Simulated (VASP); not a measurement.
Wanted: the native input for a VASP 6.6.1 run.

* Task: single point
* Functional: PBE
* Potentials or basis: VASP PAW PBE potentials, release 64 (K_sv, Nb_sv, O)
* Cutoff: 520 eV
* k mesh: 6 × 6 × 4
* Occupations: gaussian, width 0.1 eV
* Spin: collinear spin, ferromagnetic start
* Starting moments: [0.03, 0.03, 0.6, 0.6, 0.37] μB
* Dipole correction: no
* Further INCAR settings: ALGO = Normal; EDIFF = 1e-06; NBANDS = 37

The structure of K2Nb2O lies in POSCAR:

```
K2Nb2O
1.0
    5.4666865800      0.0000000000      0.0000000000
   -2.7333432900      4.7342894500      0.0000000000
    0.0000000000      0.0000000000      5.2352423600
K Nb O
2 2 1
Direct
    0.3333333300      0.6666666700      0.5000000000
    0.6666666700      0.3333333300      0.5000000000
    0.3333333300      0.6666666700      0.0000000000
    0.6666666700      0.3333333300      0.0000000000
    0.0000000000      0.0000000000      0.0000000000
```

The cell was generated, and may not be a known phase.

These files were run (other wordings do the same):

INCAR

```
SYSTEM = K2Nb2O
ALGO     = Normal         ! electronic algorithm
EDIFF    = 1E-6           ! SCF threshold, eV
ENCUT    = 520            ! plane-wave cutoff, eV
GGA      = PE             ! functional
ISIF     = 2              ! what is computed and relaxed
ISMEAR   = 0              ! smearing method
ISPIN    = 2              ! spin polarisation
LASPH    = .True.         ! aspherical terms in the spheres
LCHARG   = .True.         ! write CHGCAR
LELF     = .True.         ! ELF
LMAXMIX  = 4              ! l up to which the mixer works
LORBIT   = 11             ! projections on sites
LREAL    = .False.        ! projectors in reciprocal space
LVHAR    = .True.       
LWAVE    = .False.        ! write WAVECAR
MAGMOM   = 0.03 0.03 0.6 0.6 0.37 ! initial moments
NBANDS   = 37             ! bands
NELM     = 150            ! most SCF steps
PREC     = Accurate       ! precision mode
SIGMA    = 0.1            ! smearing width, eV
```

KPOINTS

```
k-points
0
Gamma
  6 6 4
  0 0 0
```

Potentials or basis: VASP PAW PBE potentials, release 64 (K_sv, Nb_sv, O).

Run with:

```console
$ cat potpaw_PBE.64/K_sv/POTCAR potpaw_PBE.64/Nb_sv/POTCAR potpaw_PBE.64/O/POTCAR > POTCAR
$ mpirun -np 1 vasp_std > vasp.out
```

It gave:

```json
{"Pressure": "-3.1 GPa", "Net moment": "2.25 μB per cell", "Site moments": "K +0.03; Nb +0.61; O +0.29 μB", "Valence electrons inside the program's atomic spheres": "K 7.71; Nb 10.61; O 4.69"}
```

Caveat: the stress differs along the axes, from -14 to 19 GPa.

It took 4 min on 1 thread of Intel(R) Xeon(R) Platinum 8559C (Emerald Rapids), on a shared host, peak memory 0.4 GiB.
